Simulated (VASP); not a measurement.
**BaTiO3: single point with PBE**

The system is BaTiO3.

```
Ba Ti O
1.0
     3.86176    0.00000    0.00000
     0.00000    3.86176    0.00000
     0.00000    0.00000    3.87934
Ba Ti O
1 1 3
Direct
  0.00000 0.00000 0.00000
  0.50000 0.50000 0.49000
  0.50000 0.50000 0.01900
  0.50000 0.00000 0.51700
  0.00000 0.50000 0.51700
```

| Property | Result |
| --- | --- |
| Program | VASP 6.6.1 |
| Task | single point |
| Functional | PBE |
| Potentials or basis | VASP PAW PBE potentials, release 64 (Ba_sv, Ti_sv, O_h) |
| Cutoff | 910 eV |
| k mesh | 6 × 6 × 6 |
| Occupations | gaussian, width 0.05 eV |
| Spin | no spin polarisation |
| Dipole correction | no |
| Second run | hard_potentials |
| Further INCAR settings | ALGO = Normal; EDIFF = 1e-06; NBANDS = 28 |

```yaml
Pressure: 27.6 GPa
Largest_force: 0.436 eV/Å
Band_gap_on_the_k_mesh: 1.98 eV, indirect (least direct gap 2.17 eV)
```

Forces on the atoms (eV/Å):
```
Ba   0.000  0.000  0.200
Ti   0.000  0.000  0.396
O    0.000  0.000 -0.436
O    0.000  0.000 -0.080
O    0.000  0.000 -0.080
```

Stress tensor (GPa, compression positive):
```
27.19  0.00  0.00
 0.00 27.19  0.00
 0.00  0.00 28.49
```

Levels at points of the mesh, in eV from the valence-band top:
| k point | band 17 | band 18 | band 19 | band 20 | band 21 | band 22 | band 23 | band 24 |
| --- | --- | --- | --- | --- | --- | --- | --- | --- |
| (0.00, 0.00, 0.00) | -1.32 | -0.20 | -0.20 | -0.19 | 1.98 | 2.23 | 2.23 | 4.72 |
| (0.50, 0.00, 0.00) | -1.95 | -1.83 | -0.94 | -0.82 | 2.42 | 4.04 | 4.08 | 4.81 |
| (0.50, 0.50, 0.00) | -1.68 | -0.89 | -0.89 | -0.10 | 4.10 | 4.10 | 4.53 | 5.59 |
| (0.00, 0.00, 0.50) | -2.06 | -2.06 | -0.68 | -0.68 | 2.19 | 4.11 | 4.11 | 4.75 |
| (0.50, 0.00, 0.50) | -1.65 | -0.82 | -0.81 | -0.19 | 4.07 | 4.13 | 4.51 | 5.74 |
| (0.50, 0.50, 0.50) | -2.33 | -0.09 | -0.09 | 0.00 | 4.85 | 4.85 | 4.85 | 7.07 |

Wall time 2.1 min on 1 thread of Intel(R) Xeon(R) Platinum 8259CL CPU @ 2.50GHz (Skylake/Cascade Lake), on a shared host, peak memory 0.34 GiB.

Caveat: the cutoff is under 1.25 times the usual one of these potentials, so pressure, stress and relaxed cells hold a basis-set (Pulay) error; spin-orbit coupling is left out, which moves the levels of the heavy elements. PBE gaps usually lie below the measured ones, often by a third to a half.
